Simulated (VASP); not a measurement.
# MnSi30 (a cell with a defect) in VASP: further runs

The runs below take MnSi30 (a cell with a defect) through single point, with PBE.

All numbers are computed with VASP 6.6.1; they aren't measurements. Logs are shortened: lines on timing, memory, paths and dates and some standing lists are left out, and cuts for length are marked.

**1. The cell of the first run**

The cell holds a defect, 31 atoms: a = 9.474 Å, b = 9.474 Å, c = 9.474 Å, α = 109.47°, β = 109.47°, γ = 109.47°.

**2. Single point, PBE, collinear spin, ferromagnetic start**

The input, INCAR:

```
  PREC = Accurate
  ENCUT = 520
  EDIFF = 1E-6
  ISMEAR = 0
  SIGMA = 0.02
  LREAL = Auto
  LASPH = True
  NELM = 150
  ALGO = Normal
  ISIF = 2
  LWAVE = False
  LCHARG = False
  ISPIN = 2
  MAGMOM = 3.78 0 0 0 0 0 0 0 0 0 0 0 0 0 0 0 0 0 0 0 0 0 0 0 0 0 0 0 0 0 0
  LORBIT = 11
  LMAXMIX = 4
  GGA = PE
  NBANDS = 92
```

The input, KPOINTS:

```
Automatic mesh
0
Gamma
  2 2 2
  0.5 0.5 0.5
```

The input, POSCAR:

```
MnSi30
1.0
   -5.4700936587      5.4700936587     -5.4700936587
    5.4700936587      5.4700936587      5.4700936587
    5.4700936587     -5.4700936587     -5.4700936587
Mn Si
1 30
Direct
    0.3763261890      0.3763261890      0.8763261288
    0.0033290106      0.4988931946      0.7531435030
    0.4988931032      0.2531434718      0.5033289504
    0.7494177899      0.7494177899      0.7480254005
    0.2531434718      0.4988931032      0.5033289504
    0.4988931946      0.0033290106      0.7531435030
    0.0076601979      0.7635329047      0.5076601377
    0.7494177899      0.2480253693      0.2494177587
    0.4943253569      0.4943253569      0.2219475709
    0.7635329047      0.0076601979      0.5076601377
    0.0033290106      0.2531434718     -0.0011068366
    0.2480253693      0.7494177899      0.2494177587
    0.0076601979      0.0076601979      0.2635329649
    0.7219476021      0.4943253569     -0.0056746743
    0.4943253569      0.7219476021     -0.0056746743
    0.2531434718      0.0033290106     -0.0011068366
    0.2584080983      0.2584080983      0.5307894492
    0.0032357764      0.5046455641      0.5032357162
    0.4995202405      0.2537834060      0.2493283635
    0.7450562558      0.7450562558      0.4891974739
    0.2537834060      0.4995202405      0.2493283635
    0.5046455641      0.0032357764      0.5032357162
   -0.0108024659      0.7450562558      0.2450563160
    0.7493283947      0.2537834060     -0.0004797907
    0.7450562558     -0.0108024659      0.2450563160
    0.0307895094      0.2584081897      0.7584081295
    0.2537834060      0.7493283947     -0.0004797907
    0.0032357764      0.0032357764      0.0046456243
    0.7493283947      0.4995202405      0.7537834372
    0.4995202405      0.7493283947      0.7537834372
    0.2584081897      0.0307895094      0.7584081295
```

Potentials or basis: VASP PAW PBE potentials, release 64 (Mn_pv, Si).

On the command line:

```
> cat potpaw_PBE.64/Mn_pv/POTCAR potpaw_PBE.64/Si/POTCAR > POTCAR
> mpirun -np 1 vasp_std > vasp.out
```

OUTCAR:

```text
PREC = Accurate
   ENCUT = 520
   EDIFF = 1E-6
   ISMEAR = 0
   LREAL = Auto
   LASPH = True
   NELM = 150
   ISIF = 2
   ISPIN = 2
   LORBIT = 11
   GGA = PE

 ion  position               nearest neighbor table
   1  0.376  0.376  0.876-  17 2.74  26 2.74  31 2.74  15 2.74  14 2.74   9 2.74
   2  0.003  0.499  0.753-  27 2.36  18 2.39  26 2.39  29 2.41
   3  0.499  0.253  0.503-  29 2.36  22 2.39  17 2.39  19 2.41
   4  0.749  0.749  0.748-  29 2.39  30 2.39  28 2.41  20 2.43
   5  0.253  0.499  0.503-  30 2.36  18 2.39  17 2.39  21 2.41
   6  0.499  0.003  0.753-  24 2.36  22 2.39  31 2.39  30 2.41
   7  0.008  0.764  0.508-  23 2.38  20 2.38  18 2.43  31 2.43
[... 22 lines left out ...]
  30  0.500  0.749  0.754-   5 2.36   4 2.39  15 2.39   6 2.41
  31  0.258  0.031  0.758-   6 2.39  16 2.39   7 2.43   1 2.74

  LATTYP: Found a body centered cubic cell.
 ALAT       =    10.9401873174

  Lattice vectors:

 A1 = (  -5.4700936587,   5.4700936587,  -5.4700936587)
 A2 = (   5.4700936587,   5.4700936587,   5.4700936587)
 A3 = (   5.4700936587,  -5.4700936587,  -5.4700936587)

Analysis of symmetry for initial positions (statically):
=====================================================================
 Subroutine PRICEL returns:
 Original cell was already a primitive cell.

 Routine SETGRP: Setting up the symmetry group for a
 body centered cubic supercell.

 Subroutine GETGRP returns: Found  6 space group operations
 (whereof  2 operations were pure point group operations)
 out of a pool of 48 trial point group operations.

The static configuration has the point symmetry C_1h.
 The point group associated with its full space group is C_3v.

Analysis of symmetry for dynamics (positions and initial velocities):
=====================================================================
 Subroutine PRICEL returns:
 Original cell was already a primitive cell.

 Routine SETGRP: Setting up the symmetry group for a
 body centered cubic supercell.

 Subroutine GETGRP returns: Found  6 space group operations
 (whereof  2 operations were pure point group operations)
 out of a pool of 48 trial point group operations.

The dynamic configuration has the point symmetry C_1h.
 The point group associated with its full space group is C_3v.

Analysis of structural, dynamic, and magnetic symmetry:
=====================================================================
 Subroutine PRICEL returns:
 Original cell was already a primitive cell.

 Routine SETGRP: Setting up the symmetry group for a
 body centered cubic supercell.

 Subroutine GETGRP returns: Found  6 space group operations
 (whereof  2 operations were pure point group operations)
 out of a pool of 48 trial point group operations.

The overall configuration has the point symmetry C_1h.
 The point group associated with its full space group is C_3v.

 Subroutine INISYM returns: Found  6 space group operations
 (whereof  2 operations are pure point group operations),
 and found     1 'primitive' translations

----------------------------------------------------------------------------------------

                                     Primitive cell

  volume of cell :     654.7029

  direct lattice vectors                    reciprocal lattice vectors
    -5.470093659  5.470093659 -5.470093659     0.000000000  0.091406113 -0.091406113
     5.470093659  5.470093659  5.470093659     0.091406113  0.091406113  0.000000000
     5.470093659 -5.470093659 -5.470093659     0.091406113  0.000000000 -0.091406113

  length of vectors
     9.474480139  9.474480139  9.474480139     0.129267765  0.129267765  0.129267765

  position of ions in fractional coordinates (direct lattice)
     0.376326189  0.376326189  0.876326129
     0.003329011  0.498893195  0.753143503
     0.498893103  0.253143472  0.503328950
     0.749417790  0.749417790  0.748025400
     0.253143472  0.498893103  0.503328950
     0.498893195  0.003329011  0.753143503
[... 23 lines left out ...]
     0.499520240  0.749328395  0.753783437
     0.258408190  0.030789509  0.758408129

  ion indices of the primitive-cell ions
   primitive index   ion index
                 1           1
                 2           2
                 3           3
                 4           4
                 5           5
                 6           6
[... 23 lines left out ...]
                30          30
                31          31

----------------------------------------------------------------------------------------

 KPOINTS: Automatic mesh

Automatic generation of k-mesh.
 Grid dimensions read from file:
 generate k-points for:    2    2    2

 Generating k-lattice:

  Cartesian coordinates                     Fractional coordinates (reciprocal lattice)
     0.000000000  0.045703057 -0.045703057     0.500000000  0.000000000  0.000000000
     0.045703057  0.045703057  0.000000000     0.000000000  0.500000000  0.000000000
[... 71 lines left out ...]
 NGX is ok and might be reduce to    70
   NGX = 35   NGY = 35   NGZ = 35

 number of electron     133.0000007 magnetization       3.5005973

 Free energy of the ion-electron system (eV)
  ---------------------------------------------------
  ext. energy  EPLUGINS =         0.00000000
  ---------------------------------------------------
  free energy    TOTEN  =      -167.81405656 eV

  energy without entropy =     -167.81020000  energy(sigma->0) =     -167.81212828

 E-fermi :   5.0097     XC(G=0):  -9.2757

 val. band max:        5.0036425603   @ k =  -0.2500   0.2500   0.2500
 cond. band min:       5.0961649835   @ k =  -0.2500   0.2500   0.2500
 fundamental gap:      0.0925224232
 Fermi energy:         5.0097339641

 spin component 1

 k-point     1 :       0.2500    0.2500    0.2500
  band No.  band energies     occupation
      1     -44.8077      1.00000
      2     -44.8077      1.00000
      3     -44.5878      1.00000
      4      -5.5779      1.00000
      5      -5.5779      1.00000
      6      -5.5207      1.00000
[... 70 lines left out ...]
     77       7.0323      0.00000
     78       7.0335      0.00000

 k-point     2 :      -0.2500    0.2500    0.2500
  band No.  band energies     occupation
      1     -44.8077      1.00000
      2     -44.8077      1.00000
      3     -44.5878      1.00000
      4      -6.0119      1.00000
      5      -5.0695      1.00000
      6      -5.0486      1.00000
[... 70 lines left out ...]
     77       7.5022      0.00000
     78       7.5988      0.00000
 Fermi energy:         5.0097339641

 spin component 2

 k-point     1 :       0.2500    0.2500    0.2500
  band No.  band energies     occupation
      1     -41.1279      1.00000
      2     -41.1128      1.00000
      3     -41.1128      1.00000
      4      -5.5767      1.00000
      5      -5.5767      1.00000
      6      -5.5224      1.00000
[... 70 lines left out ...]
     77       7.1034      0.00000
     78       7.1034      0.00000

 k-point     2 :      -0.2500    0.2500    0.2500
  band No.  band energies     occupation
      1     -41.1279      1.00000
      2     -41.1128      1.00000
      3     -41.1128      1.00000
      4      -6.0108      1.00000
      5      -5.0674      1.00000
      6      -5.0477      1.00000
[... 70 lines left out ...]
     77       7.6254      0.00000
     78       7.6361      0.00000
 [bands above 78 left out]

------------------------ aborting loop because EDIFF is reached ----------------------------------------

  FORCE on cell =-STRESS in cart. coord.  units (eV):
  Direction    XX          YY          ZZ          XY          YZ          ZX
  --------------------------------------------------------------------------------------
  -------------------------------------------------------------------------------------
  Total      -15.5305569    -15.5305569    -15.5305569     -0.7818847      0.7818847      0.7818847
  in kB      -38.0061024    -38.0061024    -38.0061024     -1.9134143      1.9134143      1.9134143
  external PRESSURE =     -38.0061024 kB  Pullay stress =       0.0000000 kB

 VOLUME and BASIS-vectors are now :
 -----------------------------------------------------------------------------
  energy-cutoff  :      520.00
  volume of cell :      654.70
      direct lattice vectors                 reciprocal lattice vectors
    -5.470093659  5.470093659 -5.470093659     0.000000000  0.091406113 -0.091406113
     5.470093659  5.470093659  5.470093659     0.091406113  0.091406113  0.000000000
     5.470093659 -5.470093659 -5.470093659     0.091406113  0.000000000 -0.091406113

 POSITION                                       TOTAL-FORCE (eV/Angst)
 -----------------------------------------------------------------------------------
      4.79359     -0.67651     -4.79359         0.001710      0.001710     -0.001710
      6.83055     -1.37256     -1.40898         0.001736      0.000150     -0.001875
      1.40898      1.36045     -4.09753         0.001875      0.001736     -0.000150
      4.09177      4.10700     -4.09177        -0.001377     -0.003003      0.001377
      4.09753      1.36045     -1.40898         0.000150      0.001736     -0.001875
      1.40898     -1.37256     -6.83055         0.001875      0.000150     -0.001736
[... 23 lines left out ...]
      5.48974      2.70805     -2.75679         0.002953     -0.001682     -0.000279
      2.90347     -2.56662     -5.39366        -0.010039     -0.010039     -0.001307
 -----------------------------------------------------------------------------------
    total drift:                               -0.002495     -0.001684      0.002495

  FREE ENERGIE OF THE ION-ELECTRON SYSTEM (eV)
  ---------------------------------------------------
  free  energy   TOTEN  =      -167.8140565572 eV

  energy  without entropy=     -167.8101999992  energy(sigma->0) =     -167.81212828

 total charge

# of ion       s       p       d       tot
------------------------------------------
    1        0.266   6.179   4.929  11.374
    2        0.758   0.901   0.000   1.659
    3        0.758   0.901   0.000   1.659
    4        0.756   0.893   0.000   1.649
    5        0.758   0.901   0.000   1.659
    6        0.758   0.901   0.000   1.659
[... 23 lines left out ...]
   30        0.758   0.901   0.000   1.659
   31        0.772   0.842   0.000   1.614
--------------------------------------------------
tot         23.060  32.766   4.929  60.755

 magnetization (x)

# of ion       s       p       d       tot
------------------------------------------
    1        0.040   0.040   3.344   3.423
    2        0.000   0.004   0.000   0.004
    3        0.000   0.004   0.000   0.004
    4       -0.001  -0.001   0.000  -0.002
    5        0.000   0.004   0.000   0.004
    6        0.000   0.004   0.000   0.004
[... 23 lines left out ...]
   30        0.000   0.004   0.000   0.004
   31       -0.007  -0.021   0.000  -0.028
--------------------------------------------------
tot         -0.005  -0.044   3.344   3.295
```

Wall time 17 min (1 thread of Oxide Virtual Turin-like, shared host); peak memory 0.95 GiB.

Results:

| Item | Value |
| --- | --- |
| Free energy | -167.8141 eV |
| Pressure | -3.8 GPa |
| Largest force | 0.014 eV/Å |
| Net moment | 3.50 μB per cell |
| Site moments | Mn +3.42; Si +0.00, -0.00, -0.03 (each value once) μB |
| Valence electrons inside the program's atomic spheres | Mn 11.37; Si 1.66, 1.65, 1.61 (each value once) |

Forces in eV/Å, atoms in the order of the input:
```
Mn   0.002  0.002 -0.002
Si   0.002  0.000 -0.002
Si   0.002  0.002  0.000
Si  -0.001 -0.003  0.001
Si   0.000  0.002 -0.002
Si   0.002  0.000 -0.002
Si   0.002  0.002  0.000
Si  -0.001 -0.001  0.003
Si   0.006 -0.005 -0.006
Si   0.000  0.002 -0.002
Si   0.002  0.002  0.000
Si  -0.003 -0.001  0.001
Si   0.002  0.000 -0.002
Si  -0.005  0.006 -0.006
Si   0.006  0.006  0.005
Si   0.000  0.002 -0.002
Si  -0.010  0.001  0.010
Si   0.003  0.003 -0.001
Si   0.003  0.000  0.002
Si  -0.003  0.000  0.003
Si  -0.002  0.000 -0.003
Si   0.001  0.003 -0.003
Si   0.000 -0.003  0.003
Si   0.000  0.003  0.002
Si  -0.003 -0.003  0.000
Si   0.001 -0.010  0.010
Si  -0.002  0.003  0.000
Si   0.003  0.001 -0.003
Si   0.000 -0.002 -0.003
Si   0.003 -0.002  0.000
Si  -0.010 -0.010 -0.001
```

Stress tensor (GPa, compression positive):
```
-3.80 -0.19  0.19
-0.19 -3.80  0.19
 0.19  0.19 -3.80
```

Levels at points of the mesh, in eV from the Fermi level:
Spin up:
```csv
k point,band 64,band 65,band 66,band 67,band 68,band 69,band 70,band 71,band 72,band 73
"(0.25, 0.25, 0.25)",-0.79,-0.35,-0.31,-0.31,0.10,0.10,1.35,1.35,1.80,1.87
```
Spin down:
| k point | band 61 | band 62 | band 63 | band 64 | band 65 | band 66 | band 67 | band 68 |
| --- | --- | --- | --- | --- | --- | --- | --- | --- |
| (0.25, 0.25, 0.25) | -0.41 | -0.35 | -0.27 | -0.27 | 0.14 | 0.14 | 0.94 | 0.94 |

Caveat: the k points lie up to 0.41 Å⁻¹ apart.

**3. Single point, PBE, collinear spin, ferromagnetic start**

The input, INCAR:

```
PREC     = Accurate       # precision mode
ENCUT    = 520            # plane-wave cutoff, eV
EDIFF    = 1E-7           # SCF threshold, eV
ISMEAR   = 0              # smearing method
SIGMA    = 0.02           # smearing width, eV
LREAL    = Auto         
LASPH    = True           # aspherical terms in the spheres
NELM     = 150            # most SCF steps
ALGO     = Normal         # electronic algorithm
ISIF     = 2              # what is computed and relaxed
LWAVE    = False          # write WAVECAR
LCHARG   = True           # write CHGCAR
ISPIN    = 2              # spin polarisation
MAGMOM   = 3.78 0 0 0 0 0 0 0 0 0 0 0 0 0 0 0 0 0 0 0 0 0 0 0 0 0 0 0 0 0 0 # initial moments
LORBIT   = 11             # projections on sites
LMAXMIX  = 4              # l up to which the mixer works
GGA      = PE             # functional
LELF     = True           # ELF
LVHAR    = True         
NBANDS   = 92             # bands
```

KPOINTS is that of step 2.

The input, POSCAR:

```
MnSi30
1.0
   -5.4700936587      5.4700936587     -5.4700936587
    5.4700936587      5.4700936587      5.4700936587
    5.4700936587     -5.4700936587     -5.4700936587
Mn Si
1 30
Direct
    0.3789770577      0.3789770577      0.8789770889
    0.0059864606      0.5015697484      0.7558073514
    0.5015696570      0.2558073202      0.5059864004
    0.7520714921      0.7520714921      0.7506964700
    0.2558073202      0.5015696570      0.5059864004
    0.5015697484      0.0059864606      0.7558073514
    0.0103763306      0.7662631139      0.5103763618
    0.7520714921      0.2506964388      0.2520714609
    0.4970589481      0.4970589481      0.2246851840
    0.7662631139      0.0103763306      0.5103763618
    0.0059864606      0.2558073202      0.0015697172
    0.2506964388      0.7520714921      0.2520714609
    0.0103763306      0.0103763306      0.2662630827
    0.7246851238      0.4970588567     -0.0029410831
    0.4970588567      0.7246851238     -0.0029410831
    0.2558073202      0.0059864606      0.0015697172
    0.2611413239      0.2611413239      0.5335259654
    0.0058893873      0.5073165421      0.5058894185
    0.5021840889      0.2564600512      0.2519859048
    0.7477726626      0.7477726626      0.4919281402
    0.2564600512      0.5021840889      0.2519859048
    0.5073165421      0.0058893873      0.5058894185
   -0.0080717996      0.7477726626      0.2477727228
    0.7519859360      0.2564600512      0.0021840577
    0.7477726626     -0.0080717996      0.2477727228
    0.0335260256      0.2611414153      0.7611413551
    0.2564600512      0.7519859360      0.0021840577
    0.0058893873      0.0058893873      0.0073165109
    0.7519859360      0.5021840889      0.7564600824
    0.5021840889      0.7519859360      0.7564600824
    0.2611414153      0.0335260256      0.7611413551
```

Potentials or basis: VASP PAW PBE potentials, release 64 (Mn_pv, Si).

On the command line:

```
> cat potpaw_PBE.64/Mn_pv/POTCAR potpaw_PBE.64/Si/POTCAR > POTCAR
> mpirun -np 1 vasp_std > vasp.out
```

It took 23 min on 1 thread of Oxide Virtual Turin-like, shared host; peak memory 0.95 GiB.

The run converged. Its results:

```yaml
Free_energy: -167.8140 eV
Pressure: -3.8 GPa
Largest_force: 0.013 eV/Å
Net_moment: 3.50 μB per cell
Site_moments: Mn +3.42; Si +0.00, -0.00, -0.03 (each value once) μB
Valence_electrons_inside_the_program's_atomic_spheres: Mn 11.37; Si 1.66, 1.65, 1.61 (each value once)
```

Forces in eV/Å, atoms in the order of the input:
```
Mn   0.001  0.001 -0.001
Si   0.000 -0.002 -0.003
Si   0.003  0.000  0.002
Si  -0.001 -0.001  0.001
Si  -0.002  0.000 -0.003
Si   0.003 -0.002  0.000
Si   0.001  0.001 -0.003
Si  -0.001 -0.001  0.001
Si   0.006 -0.004 -0.006
Si   0.003  0.001 -0.001
Si   0.000  0.003  0.002
Si  -0.001 -0.001  0.001
Si   0.001  0.003 -0.001
Si  -0.004  0.006 -0.006
Si   0.006  0.006  0.004
Si  -0.002  0.003  0.000
Si  -0.009  0.000  0.009
Si   0.003  0.003 -0.004
Si   0.003 -0.002  0.001
Si  -0.003  0.001  0.003
Si  -0.001 -0.002 -0.003
Si   0.004  0.003 -0.003
Si   0.001 -0.003  0.003
Si  -0.002  0.003  0.001
Si  -0.003 -0.003 -0.001
Si   0.000 -0.009  0.009
Si  -0.001  0.003  0.002
Si   0.003  0.004 -0.003
Si  -0.002 -0.001 -0.003
Si   0.003 -0.001  0.002
Si  -0.009 -0.009  0.000
```

Stress tensor (GPa, compression positive):
```
-3.81 -0.19  0.19
-0.19 -3.81  0.19
 0.19  0.19 -3.81
```

Levels at points of the mesh, in eV from the Fermi level:
Spin up:
```
           k point  band 66  band 67  band 68  band 69  band 70  band 71
(0.25, 0.25, 0.25)    -0.31    -0.31     0.10     0.10     1.35     1.35
```
Spin down:
| k point | band 62 | band 63 | band 64 | band 65 | band 66 | band 67 |
| --- | --- | --- | --- | --- | --- | --- |
| (0.25, 0.25, 0.25) | -0.35 | -0.27 | -0.27 | 0.14 | 0.14 | 0.94 |

Caveat: the k points lie up to 0.41 Å⁻¹ apart.
